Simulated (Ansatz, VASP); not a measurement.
Pb in VASP and in Ansatz

The input INCAR:

```
SYSTEM = Pb
PREC = Accurate
ENCUT = 520
EDIFF = 1E-7
ISMEAR = -1
SIGMA = 0.1
LREAL = .False.
LASPH = .True.
NELM = 80
ALGO = Normal
ISIF = 2
LWAVE = .False.
LCHARG = .True.
GGA = B5
ALDAX = 1.0
AGGAX = 1.0
AGGAC = 1.0
ALDAC = 0.0
LELF = .True.
LVHAR = .True.
NBANDS = 36
```

The input KPOINTS:

```
regular mesh
0
Gamma
  13 13 4
  0 0 0
```

File POSCAR:

```
Pb
1.0
    3.7313812126      0.0000000000      0.0000000000
   -1.8656906063      3.2314709213      0.0000000000
    0.0000000000      0.0000000000     11.9996454341
Pb
4
Direct
    1.0000000000      0.0000000000      0.0000000000
    1.0000000000      0.0000000000      0.5000000000
    0.3333333333      0.6666666667      0.2500000000
    0.6666666667      0.3333333333      0.7500000000
```

Input for Ansatz:

```yaml
crystal:
  lattice:
    - [3.7313812126, 0.0, 0.0]
    - [-1.8656906063, 3.2314709213, 0.0]
    - [0.0, 0.0, 11.9996454341]
  atoms:
    - { symbol: Pb, position: [1.0, 0.0, 0.0] }
    - { symbol: Pb, position: [1.0, 0.0, 0.5] }
    - { symbol: Pb, position: [0.3333333333, 0.6666666667, 0.25] }
    - { symbol: Pb, position: [0.6666666667, 0.3333333333, 0.75] }
hamiltonian:
  xc: blyp
  pseudopotentials:
    kind: paw
    azcp:
      Pb: "pseudopotentials/Pb.paw.azcp"
basis:
  ecutwfc: 420
  fft_grid_basis: typed
kpoints:
  mp_grid: { grid: [13, 13, 4], shift: [0, 0, 0] }
magnetization:
  spin_polarized: false
scf:
  occupations: { method: fermi_dirac, width: 0.1 }
output:
  stress: true
```

Alike in both runs: task single point; functional BLYP; k mesh 13 × 13 × 4; occupations fermi-dirac, width 0.1 eV; no spin polarisation.

|  | VASP | Ansatz |
| --- | --- | --- |
| version | VASP 6.6.1 | Ansatz 0.2.0 |
| potentials or method | VASP PAW PBE potentials, release 64 (Pb_d), cutoff 520 eV | plane waves (420 eV) with PAW, scalar-relativistic |
| valence electrons in the cell | 56 | 56 |

Ansatz gave:

* pressure (GPa): -1.1
* traceless stress, the component that is largest in VASP (GPa): 0.27

Q: Which values does VASP return?

A: Pressure (GPa): -1.1; traceless stress, the component that is largest in VASP (GPa): 0.28.

VASP's potentials were made for PBE, not for BLYP.

Neither program's run includes spin-orbit coupling.
